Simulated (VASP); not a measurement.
SrCl2: single point with r2SCAN

Crystal: SrCl2.

```
CELL_PARAMETERS angstrom
0.00000 3.49765 3.49765
3.49765 0.00000 3.49765
3.49765 3.49765 0.00000
ATOMIC_POSITIONS crystal
Sr 0.00000 0.00000 0.00000
Cl 0.25000 0.25000 0.25000
Cl 0.75000 0.75000 0.75000
```

```yaml
Program: VASP 6.6.1
Task: single point
Functional: r2SCAN
Potentials_or_basis: VASP PAW PBE potentials, release 64 (Sr_sv, Cl)
Cutoff: 520 eV
k_mesh: 6 × 6 × 6
Occupations: gaussian, width 0.01 eV
Spin: no spin polarisation
Dipole_correction: no
Further_INCAR_settings: ALGO = Normal; EDIFF = 1e-07; NBANDS = 19
```

```yaml
Pressure: 0.0 GPa
Band_gap_on_the_k_mesh: 5.94 eV, indirect (least direct gap 5.99 eV)
```

Levels at points of the mesh, in eV from the valence-band top:
```
           k point  band 8  band 9  band 10  band 11  band 12  band 13  band 14  band 15  band 16  band 17
(0.00, 0.00, 0.00)   -2.12   -2.12    -0.35    -0.35    -0.35     5.94     6.69     6.69     9.61     9.61
(0.50, 0.00, 0.00)   -1.56   -1.47    -1.33    -1.06    -1.06     7.29     7.29     8.22     8.23     9.31
(0.50, 0.50, 0.00)   -1.90   -1.90    -0.39    -0.39     0.00     5.99     7.77     8.20     8.68     8.68
```

Run time: 3 min on 1 thread of Intel Xeon 6975P-C (shared host), peak memory 0.26 GiB.

Caveat: the PAW data sets were made with another functional, which shifts forces and pressure a little. r2SCAN opens gaps a little over a GGA but as a rule still falls short of measured ones.
